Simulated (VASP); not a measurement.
Here is a VASP 6.6.1 calculation.

The input INCAR:

```
  PREC = Accurate
  ENCUT = 520
  EDIFF = 1E-6
  ISMEAR = 0
  SIGMA = 0.1
  LREAL = F
  LASPH = T
  NELM = 60
  ALGO = Normal
  ISIF = 2
  LWAVE = F
  LCHARG = F
  GGA = PE
  NBANDS = 22
```

The input KPOINTS:

```
regular mesh
0
Gamma
  12 12 8
```

The input POSCAR:

```
TeF3
1.0
    3.6194354737      0.0000000000      0.0000000000
    0.0000000000      3.6194354737      0.0000000000
    0.0000000000      0.0000000000      7.1872169565
Te F
1 3
Direct
    0.0000000000      0.0000000000      0.0000000000
    0.0000000000      0.0000000000      0.2740434240
    0.0000000000      0.0000000000      0.7259565760
    0.5000000000      0.5000000000      0.0000000000
```

Potentials or basis: VASP PAW PBE potentials, release 64 (Te, F).

Run with:

```sh
$ cat potpaw_PBE.64/Te/POTCAR potpaw_PBE.64/F/POTCAR > POTCAR
$ mpirun -np 1 vasp_std > vasp.out
```

Question: Predict the largest force.

Answer: 0.010 eV/Å.

Question: What does it give for the pressure?

Answer: -0.3 GPa.

Forces on the atoms (eV/Å):
```
Te   0.000  0.000  0.000
F    0.000  0.000 -0.010
F    0.000  0.000  0.010
F    0.000  0.000  0.000
```

Caveat: this functional lacks dispersion, which binds layers or chains, so the pressure and a relaxed spacing across them are unreliable; an odd number of electrons without spin polarisation forces a metal; a magnetic or distorted state may lie lower.
